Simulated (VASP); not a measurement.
**CdTe (zincblende type): single point with PBE**

Crystal: CdTe (zincblende type).

```
Cd Te
1.0
     0.00000    2.71027    2.71027
     2.71027    0.00000    2.71027
     2.71027    2.71027    0.00000
Cd Te
1 1
Direct
  0.00000 0.00000 0.00000
  0.25000 0.25000 0.25000
```

This cell differs from its parent crystal: volume scaled by 0.55.

* Program: VASP 6.6.1
* Task: single point
* Functional: PBE
* Potentials or basis: VASP PAW PBE potentials, release 64 (Cd, Te)
* Cutoff: 520 eV
* k mesh: 11 × 11 × 11
* Occupations: fermi-dirac, width 0.08 eV
* Spin: no spin polarisation

| Item | Value |
| --- | --- |
| Pressure | 88.6 GPa |
| Band gap on the k mesh | 0.86 eV, indirect (least direct gap 2.29 eV) |

Levels at points of the mesh, in eV from the valence-band top:
```csv
k point,band 7,band 8,band 9,band 10,band 11,band 12
"(0.00, 0.00, 0.00)",0.00,0.00,0.00,2.29,3.58,3.58
```

It took 39 s on 1 thread of Intel(R) Xeon(R) Platinum 8488C (Sapphire Rapids), on a shared host, peak memory 0.19 GiB.

Caveat: spin-orbit coupling is left out, which moves the levels of the heavy elements. A k mesh can miss the band edges.
